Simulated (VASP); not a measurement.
Si, 1 atom in the cell. The structure is hexagonal, space group P6/mmm (No. 191). Conventional cell: a = 2.699 Å, b = 2.699 Å, c = 2.503 Å, α = 90.00°, β = 90.00°, γ = 120.00°. Within 3.3 Å of Si (site symmetry 6/mmm) lie 8 Si at 2.50 to 2.70 Å. This isn't the form of Si at room conditions, which is diamond. This cell differs from its parent crystal: strain +0.030 along x and y, +0.015 along z.

| Quantity | Value |
| --- | --- |
| Program | VASP 6.6.1 |
| Task | single point |
| Functional | r2SCAN |
| Potentials or basis | VASP PAW PBE potentials, release 64 (Si) |
| Cutoff | 520 eV |
| k mesh | 24 × 24 × 20 |
| Occupations | gaussian, width 0.15 eV |
| Spin | no spin polarisation |
| Dipole correction | no |
| Further INCAR settings | ALGO = Normal; EDIFF = 1e-06; NBANDS = 8 |

Potentials or basis: VASP PAW PBE potentials, release 64 (Si).

Command:

```console
$ cat potpaw_PBE.64/Si/POTCAR > POTCAR
$ cp INCAR.step1 INCAR
$ mpirun -np 1 vasp_std > vasp.out
$ cp INCAR.step2 INCAR
$ mpirun -np 1 vasp_std > vasp.out
```

Hardware: 1 thread of Intel(R) Xeon(R) 6975P-C (Granite Rapids) (shared host).

How long does it take, and how much memory?

Wall time 83 s on 1 thread of Intel(R) Xeon(R) 6975P-C (Granite Rapids) (shared host), peak memory 0.18 GiB. Counts: k points 671.
